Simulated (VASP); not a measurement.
**Ba2N: single point with LDA**

The system is Ba2N.

```
CELL_PARAMETERS angstrom
1.92823 1.11326 7.39379
-1.92823 1.11326 7.39379
0.00000 -2.22653 7.39379
ATOMIC_POSITIONS crystal
Ba 0.26697 0.26697 0.26697
Ba 0.73303 0.73303 0.73303
N 0.00000 0.00000 0.00000
```

```yaml
Program: VASP 6.6.1
Task: single point
Functional: LDA
Potentials_or_basis: VASP PAW LDA potentials, release 64 (Ba_sv, N)
Cutoff: 520 eV
k_mesh: 12 × 12 × 12
Occupations: gaussian, width 0.1 eV
Spin: no spin polarisation
Dipole_correction: no
Further_INCAR_settings: ALGO = Normal; EDIFF = 1e-07; NBANDS = 20
```

- Pressure: 1.3 GPa
- Largest force: 0.259 eV/Å
- Band gap on the k mesh: zero (an odd number of electrons rules out a gap without spin polarisation)

Forces on the atoms (eV/Å):
```
Ba   0.000  0.000 -0.259
Ba   0.000  0.000  0.259
N    0.000  0.000  0.000
```

Levels at points of the mesh, in eV from the Fermi level:
| k point | band 9 | band 10 | band 11 | band 12 | band 13 | band 14 | band 15 | band 16 | band 17 | band 18 |
| --- | --- | --- | --- | --- | --- | --- | --- | --- | --- | --- |
| (0.00, 0.00, 0.00) | -10.72 | -3.00 | -2.11 | -2.11 | -1.39 | 1.58 | 2.25 | 2.56 | 2.56 | 4.47 |
| (0.50, 0.00, 0.00) | -10.83 | -2.45 | -1.74 | -1.66 | -0.04 | 1.00 | 1.58 | 2.45 | 2.96 | 4.73 |
| (0.50, 0.50, 0.00) | -10.86 | -2.55 | -1.77 | -1.73 | -0.29 | 0.71 | 1.62 | 2.97 | 4.58 | 4.69 |
| (0.50, 0.50, 0.50) | -10.64 | -3.08 | -2.10 | -2.10 | -0.64 | 0.53 | 2.46 | 2.62 | 2.62 | 3.44 |

Wall time 13 min on 1 thread of Intel(R) Xeon(R) Platinum 8375C CPU @ 2.90GHz (Ice Lake), on a shared host, peak memory 0.57 GiB.

Caveat: spin-orbit coupling is left out, which moves the levels of the heavy elements.
